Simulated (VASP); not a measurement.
## Al: single point with BLYP

Crystal: Al.

```
Al
1.0
     0.00000    3.11966    3.11966
     3.11966    0.00000    3.11966
     3.11966    3.11966    0.00000
Al
2
Direct
  0.12500 0.12500 0.12500
  0.87500 0.87500 0.87500
```

This cell differs from its parent crystal: volume scaled by 1.04.

```json
{
 "Program": "VASP 6.6.1",
 "Task": "single point",
 "Functional": "BLYP",
 "Potentials or basis": "VASP PAW PBE potentials, release 64 (Al)",
 "Cutoff": "520 eV",
 "k mesh": "10 × 10 × 10",
 "Occupations": "fermi-dirac, width 0.1 eV",
 "Spin": "no spin polarisation"
}
```

| Property | Result |
| --- | --- |
| Pressure | -1.0 GPa |
| Band gap on the k mesh | zero (band 3 reaches 4.53 eV, above the bottom of band 4 at 1.60 eV) |

Levels at points of the mesh, in eV from the Fermi level:
```tsv
k point	band 1	band 2	band 3	band 4	band 5	band 6
(0.00, 0.00, 0.00)	-7.48	1.86	1.86	1.86	3.80	3.80
(0.50, 0.00, 0.00)	-5.72	-3.60	0.93	0.93	2.81	4.37
(0.50, 0.50, 0.00)	-4.31	-4.31	-0.35	-0.35	2.28	2.28
```

It took 35 s on 1 thread of Intel(R) Xeon(R) Platinum 8259CL CPU @ 2.50GHz (Skylake/Cascade Lake), on a shared host, peak memory 0.19 GiB.

Caveat: the PAW data sets were made with another functional, which shifts forces and pressure a little.
